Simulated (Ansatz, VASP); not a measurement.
# Bi in VASP and in Ansatz

```
Bi
1.0
     4.41900    0.00000    0.00000
    -2.20950    3.82697    0.00000
     0.00000    0.00000   28.00000
Bi
2
Cartesian
  0.0000 2.5513 14.7350
  2.2095 1.2757 13.2650
```

Alike in both runs: task single point; functional LDA; k mesh 9 × 9 × 1; occupations gaussian, width 0.02 eV; no spin polarisation.

|  | VASP | Ansatz |
| --- | --- | --- |
| version | VASP 6.6.1 | Ansatz 0.2.0 |
| potentials or method | VASP PAW LDA potentials, release 64 (Bi_d), cutoff 520 eV | scalar-relativistic, plane waves, PAW |
| valence electrons in the cell | 30 | 30 |

```csv
,VASP,Ansatz,Ansatz less VASP
gap on the k mesh at the Fermi level (eV),0.05,0.07,+0.022
least direct gap on the mesh (eV),0.05,0.07,+0.022
rms of the force components (eV/Å),0.743,0.716,-0.0272
```

LDA's correlation is that of Perdew and Zunger in VASP and of Perdew and Wang (1992) in Ansatz. Atom by atom the forces differ by 0.027 eV/Å (rms over components).

Neither program's run includes spin-orbit coupling.
